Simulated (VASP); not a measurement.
Here is a VASP 6.6.1 calculation.

Contents of INCAR:

```
SYSTEM = W
  PREC = Accurate
  ENCUT = 520
  EDIFF = 1E-7
  ISMEAR = -1
  SIGMA = 0.1
  LREAL = .FALSE.
  LASPH = .TRUE.
  NELM = 60
  ALGO = Normal
  ISIF = 2
  LWAVE = .FALSE.
  LCHARG = .TRUE.
  GGA = PS
  LELF = .TRUE.
  LVHAR = .TRUE.
  NBANDS = 21
```

KPOINTS

```
Automatic mesh
0
G
  15 15 7
  0 0 0
```

POSCAR

```
W
1.0
    2.6774088353      0.0000000000      0.0000000000
   -1.3387044177      2.3187040677      0.0000000000
    0.0000000000      0.0000000000      4.7581895448
W
2
Direct
    0.3333333333      0.6666666667      0.2500000000
    0.6666666667      0.3333333333      0.7500000000
```

Potentials or basis: VASP PAW PBE potentials, release 64 (W_sv).

Launch:

```sh
$ cat potpaw_PBE.64/W_sv/POTCAR > POTCAR
$ mpirun -np 1 vasp_std > vasp.out
```

(1) What does it give for the band gap on the k mesh?

(2) Estimate the pressure.

Answers

(1) zero (bands 14 and 15 overlap by 1.74 eV).

(2) 30.4 GPa.

Caveat: the stress differs along the axes, from 26 to 33 GPa; the PAW data sets were made with another functional, which shifts forces and pressure a little; spin-orbit coupling is left out, which moves the levels of the heavy elements.
